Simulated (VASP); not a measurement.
# SiO2 (P4_2/mnm) in VASP: notebook, part 2 of 2

VASP 6.6.1. Earlier steps stand in the parts before.

## 3. Single point, LDA

This run uses another cell than the first one, of 8.17 Å³/atom.

INCAR reads:

```
ALGO     = Normal         # electronic algorithm
EDIFF    = 1E-7           # SCF threshold, eV
ENCUT    = 520            # plane-wave cutoff, eV
GGA      = CA             # functional
ISIF     = 2              # what is computed and relaxed
ISMEAR   = 0              # smearing method
LASPH    = T              # aspherical terms in the spheres
LCHARG   = T              # write CHGCAR
LELF     = T              # ELF
LREAL    = F              # projectors in reciprocal space
LVHAR    = T            
LWAVE    = F              # write WAVECAR
NBANDS   = 25             # bands
NELM     = 100            # most SCF steps
PREC     = Accurate       # precision mode
SIGMA    = 0.05           # smearing width, eV
```

KPOINTS reads:

```
k-points
0
Gamma
  6 6 8
```

POSCAR reads:

```
SiO2
1.0
    4.0554000000      0.0000000000      0.0000000000
    0.0000000000      4.0554000000      0.0000000000
    0.0000000000      0.0000000000      2.9807000000
Si O
2 4
Direct
    0.5000000000      0.5000000000      0.5000000000
    0.0000000000      0.0000000000      0.0000000000
    0.6944252994      0.6944252994      0.0000000000
    0.1944252994      0.8055747006      0.5000000000
    0.3055747006      0.3055747006      0.0000000000
    0.8055747006      0.1944252994      0.5000000000
```

Potentials or basis: VASP PAW LDA potentials, release 64 (Si, O).

Command:

```bash
> cat potpaw_LDA.64/Si/POTCAR potpaw_LDA.64/O/POTCAR > POTCAR
> mpirun -np 1 vasp_std > vasp.out
```

OUTCAR:

```text
EDIFF = 1E-7
   ENCUT = 520
   GGA = CA
   ISIF = 2
   ISMEAR = 0
   LASPH = T
   LREAL = F
   NELM = 100
   PREC = Accurate

 ion  position               nearest neighbor table
   1  0.500  0.500  0.500-   4 1.75   6 1.75   5 1.86   3 1.86   3 1.86   5 1.86
   2  0.000  0.000  0.000-   3 1.75   5 1.75   4 1.86   6 1.86   4 1.86   6 1.86
   3  0.694  0.694  0.000-   2 1.75   1 1.86   1 1.86
   4  0.194  0.806  0.500-   1 1.75   2 1.86   2 1.86
   5  0.306  0.306  0.000-   2 1.75   1 1.86   1 1.86
   6  0.806  0.194  0.500-   1 1.75   2 1.86   2 1.86

  LATTYP: Found a simple tetragonal cell.
 ALAT       =     4.0554000000
 C/A-ratio  =     0.7349953149

  Lattice vectors:

 A1 = (   4.0554000000,   0.0000000000,   0.0000000000)
 A2 = (   0.0000000000,   4.0554000000,   0.0000000000)
 A3 = (   0.0000000000,   0.0000000000,   2.9807000000)

Analysis of symmetry for initial positions (statically):
=====================================================================
 Subroutine PRICEL returns:
[... 176 lines left out ...]
  ---------------------------------------------------
  free energy    TOTEN  =       -51.00289277 eV

  energy without entropy =      -51.00289277  energy(sigma->0) =      -51.00289277

 E-fermi :   7.6695     XC(G=0): -12.5165

 val. band max:        7.3744789105   @ k =   0.0000   0.0000   0.0000
 cond. band min:      11.5458090590   @ k =   0.0000   0.0000   0.0000
 fundamental gap:      4.1713301485
 Fermi energy:         7.6695455979

 k-point     1 :       0.0000    0.0000    0.0000
  band No.  band energies     occupation
      1     -14.2256      2.00000
      2     -10.4903      2.00000
      3     -10.4903      2.00000
      4     -10.0698      2.00000
      5      -3.0923      2.00000
      6       0.9726      2.00000
[... 661 lines left out ...]
     24      19.4359      0.00000
     25      20.7481      0.00000

 [... further k-points ...]
[... 5 lines left out ...]
  --------------------------------------------------------------------------------------
  -------------------------------------------------------------------------------------
  Total       -0.8257158     -0.8257158    -16.3378080      0.0000000      0.0000000      0.0000000
  in kB      -26.9870556    -26.9870556   -533.9722772      0.0000000      0.0000000      0.0000000
  external PRESSURE =    -195.9821295 kB  Pullay stress =       0.0000000 kB

 VOLUME and BASIS-vectors are now :
 -----------------------------------------------------------------------------
  energy-cutoff  :      520.00
  volume of cell :       49.02
      direct lattice vectors                 reciprocal lattice vectors
     4.055400000  0.000000000  0.000000000     0.246584801  0.000000000  0.000000000
     0.000000000  4.055400000  0.000000000     0.000000000  0.246584801  0.000000000
     0.000000000  0.000000000  2.980700000     0.000000000  0.000000000  0.335491663

 POSITION                                       TOTAL-FORCE (eV/Angst)
 -----------------------------------------------------------------------------------
      2.02770      2.02770      1.49035         0.000000      0.000000      0.000000
      0.00000      0.00000      0.00000         0.000000      0.000000      0.000000
      2.81617      2.81617      0.00000         0.398620      0.398620      0.000000
      0.78847      3.26693      1.49035         0.398620     -0.398620      0.000000
      1.23923      1.23923      0.00000        -0.398620     -0.398620     -0.000000
      3.26693      0.78847      1.49035        -0.398620      0.398620      0.000000
 -----------------------------------------------------------------------------------
    total drift:                               -0.000000      0.000000      0.000000

  FREE ENERGIE OF THE ION-ELECTRON SYSTEM (eV)
  ---------------------------------------------------
  free  energy   TOTEN  =       -51.0028927678 eV

  energy  without entropy=      -51.0028927678  energy(sigma->0) =      -51.00289277
```

stdout:

```text
POSCAR found type information on POSCAR SiO
 POSCAR found :  2 types and       6 ions
 scaLAPACK will be used
 LDA part: xc-table for (Slater(with rela. corr.)+CA(PZ))
 , standard interpolation
 POSCAR, INCAR and KPOINTS ok, starting setup
 FFT: planning ... GRIDC
 FFT: planning ... GRID_SOFT
 FFT: planning ... GRID
 WAVECAR not read
 entering main loop
```

Run time: 57 s. Hardware: 1 thread of Intel Xeon 8259CL, shared host; peak memory 0.16 GiB.

What came out:

- Free energy: -51.0029 eV
- Pressure: -19.6 GPa
- Largest force: 0.564 eV/Å
- Band gap on the k mesh: 4.17 eV

Forces on the atoms (eV/Å):
```
Si   0.000  0.000  0.000
Si   0.000  0.000  0.000
O    0.399  0.399  0.000
O    0.399 -0.399  0.000
O   -0.399 -0.399  0.000
O   -0.399  0.399  0.000
```

Levels at points of the mesh, in eV from the valence-band top:
```csv
k point,band 13,band 14,band 15,band 16,band 17,band 18,band 19,band 20
"(0.00, 0.00, 0.00)",-2.60,-0.61,-0.61,0.00,4.17,4.68,6.28,6.28
"(0.50, 0.00, 0.00)",-2.71,-2.71,-0.82,-0.82,6.11,6.11,7.13,7.13
"(0.50, 0.50, 0.00)",-2.92,-2.92,-1.52,-1.52,5.76,5.76,8.36,8.36
"(0.00, 0.00, 0.50)",-3.12,-3.12,-2.21,-2.21,8.45,8.45,11.49,11.49
"(0.50, 0.00, 0.50)",-1.71,-1.71,-1.37,-1.37,8.36,8.36,10.44,10.44
"(0.50, 0.50, 0.50)",-1.14,-1.14,-1.13,-1.13,6.80,6.80,11.06,11.06
```

Caveat: the cell stands under tension.

## 4. Single point, LDA

This run uses another cell than the first one, of 8.21 Å³/atom.

INCAR reads:

```
SYSTEM = SiO2
PREC = Accurate ; ENCUT = 520
EDIFF = 1E-6 ; ISMEAR = 0
SIGMA = 0.05 ; LREAL = .FALSE.
LASPH = .TRUE. ; NELM = 60
ALGO = Normal ; ISIF = 2
LWAVE = .FALSE. ; LCHARG = .FALSE.
GGA = CA ; NBANDS = 25
```

KPOINTS reads:

```
regular mesh
0
G
  6 6 8
  0 0 0
```

POSCAR: that of step 3 with these lines changed.

```diff
@@ -2,5 +2,5 @@
 1.0
-    4.0554000000      0.0000000000      0.0000000000
-    0.0000000000      4.0554000000      0.0000000000
-    0.0000000000      0.0000000000      2.9807000000
+    4.1551517022      0.0000000000      0.0000000000
+    0.0000000000      4.1551517022      0.0000000000
+    0.0000000000      0.0000000000      2.8529000000
 Si O
```

Command:

```bash
> cat potpaw_LDA.64/Si/POTCAR potpaw_LDA.64/O/POTCAR > POTCAR
> mpirun -np 1 vasp_std > vasp.out
```

Run time: 44 s. Hardware: 1 thread of Intel Xeon 8259CL, shared host; peak memory 0.17 GiB.

Results (log left out):

```
Free energy            : -51.5354 eV
Pressure               : -21.1 GPa
Largest force          : 0.125 eV/Å
Band gap on the k mesh : 4.33 eV
```

Forces on the atoms (eV/Å):
```
Si   0.000  0.000  0.000
Si   0.000  0.000  0.000
O    0.088  0.088  0.000
O    0.088 -0.088  0.000
O   -0.088 -0.088  0.000
O   -0.088  0.088  0.000
```

Stress tensor (GPa, compression positive):
```
-11.32   0.00   0.00
  0.00 -11.32   0.00
  0.00   0.00 -40.74
```

Levels at points of the mesh, in eV from the valence-band top:
| k point | band 13 | band 14 | band 15 | band 16 | band 17 | band 18 | band 19 | band 20 |
| --- | --- | --- | --- | --- | --- | --- | --- | --- |
| (0.00, 0.00, 0.00) | -2.66 | -0.77 | -0.77 | 0.00 | 4.33 | 5.27 | 6.93 | 6.93 |
| (0.50, 0.00, 0.00) | -2.76 | -2.76 | -0.93 | -0.93 | 6.37 | 6.37 | 7.61 | 7.61 |
| (0.50, 0.50, 0.00) | -2.79 | -2.79 | -1.87 | -1.87 | 6.06 | 6.06 | 8.67 | 8.67 |
| (0.00, 0.00, 0.50) | -3.06 | -3.06 | -2.43 | -2.43 | 8.27 | 8.27 | 11.68 | 11.68 |
| (0.50, 0.00, 0.50) | -2.00 | -2.00 | -1.57 | -1.57 | 8.11 | 8.11 | 9.72 | 9.72 |
| (0.50, 0.50, 0.50) | -1.46 | -1.46 | -1.36 | -1.36 | 6.53 | 6.53 | 10.65 | 10.65 |

Caveat: the cell stands under tension. A k mesh can miss the band edges.

## 5. Single point, LDA

This run uses another cell than the first one, of 8.19 Å³/atom.

INCAR reads:

```
SYSTEM = SiO2
ALGO     = Normal         ! electronic algorithm
EDIFF    = 1E-7           ! SCF threshold, eV
ENCUT    = 520            ! plane-wave cutoff, eV
ISIF     = 2              ! what is computed and relaxed
ISMEAR   = 0              ! smearing method
LASPH    = .True.         ! aspherical terms in the spheres
LCHARG   = .True.         ! write CHGCAR
LELF     = .True.         ! ELF
LREAL    = .False.        ! projectors in reciprocal space
LVHAR    = .True.       
LWAVE    = .False.        ! write WAVECAR
NBANDS   = 25             ! bands
NELM     = 80             ! most SCF steps
PREC     = Accurate       ! precision mode
SIGMA    = 0.05           ! smearing width, eV
```

KPOINTS reads:

```
k-points
0
Gamma
  6 6 8
  0 0 0
```

POSCAR: that of step 4 with these lines changed.

```diff
@@ -2,5 +2,5 @@
 1.0
-    4.1551517022      0.0000000000      0.0000000000
-    0.0000000000      4.1551517022      0.0000000000
-    0.0000000000      0.0000000000      2.8529000000
+    4.1053000000      0.0000000000      0.0000000000
+    0.0000000000      4.1053000000      0.0000000000
+    0.0000000000      0.0000000000      2.9168000000
 Si O
```

Command:

```bash
> cat potpaw_LDA.64/Si/POTCAR potpaw_LDA.64/O/POTCAR > POTCAR
> mpirun -np 1 vasp_std > vasp.out
```

Wall time 48 s (1 thread of Intel Xeon 8259CL, shared host); peak memory 0.17 GiB.

It converged, with:

- Free energy: -51.3023 eV
- Pressure: -20.7 GPa
- Largest force: 0.357 eV/Å
- Band gap on the k mesh: 4.24 eV

Forces on the atoms (eV/Å):
```
Si   0.000  0.000  0.000
Si   0.000  0.000  0.000
O    0.252  0.252  0.000
O    0.252 -0.252  0.000
O   -0.252 -0.252  0.000
O   -0.252  0.252  0.000
```

Stress tensor (GPa, compression positive):
```
 -7.19   0.00   0.00
  0.00  -7.19   0.00
  0.00   0.00 -47.74
```

Levels at points of the mesh, in eV from the valence-band top:
```tsv
k point	band 13	band 14	band 15	band 16	band 17	band 18	band 19	band 20
(0.00, 0.00, 0.00)	-2.65	-0.70	-0.70	0.00	4.24	4.94	6.58	6.58
(0.50, 0.00, 0.00)	-2.76	-2.76	-0.88	-0.88	6.21	6.21	7.34	7.34
(0.50, 0.50, 0.00)	-2.87	-2.87	-1.70	-1.70	5.89	5.89	8.48	8.48
(0.00, 0.00, 0.50)	-3.10	-3.10	-2.33	-2.33	8.36	8.36	11.58	11.58
(0.50, 0.00, 0.50)	-1.87	-1.87	-1.48	-1.48	8.23	8.23	10.08	10.08
(0.50, 0.50, 0.50)	-1.31	-1.31	-1.26	-1.26	6.66	6.66	10.84	10.84
```

Caveat: the cell stands under tension. A k mesh can miss the band edges.

## 6. Overview

```tsv
cell	gap on the mesh (eV)	pressure (GPa)	largest force (eV/Å)
a = 4.230, b = 4.230, c = 2.725 Å, 6 atoms	4.74	-17.1	0.29
a = 4.055, b = 4.055, c = 2.981 Å, 6 atoms	4.17	-19.6	0.56
a = 4.155, b = 4.155, c = 2.853 Å, 6 atoms	4.33	-21.1	0.12
a = 4.105, b = 4.105, c = 2.917 Å, 6 atoms	4.24	-20.7	0.36
```

Alike in all rows: task single point; level LDA; potentials or basis VASP PAW LDA potentials, release 64 (Si, O); no spin polarisation; k mesh 6 × 6 × 8; cutoff (eV) 520; smearing gaussian 0.05 eV.

Caveats: the cell stands under tension.

Total energies depend on the potentials used, so only differences within one code and one set of settings carry meaning.
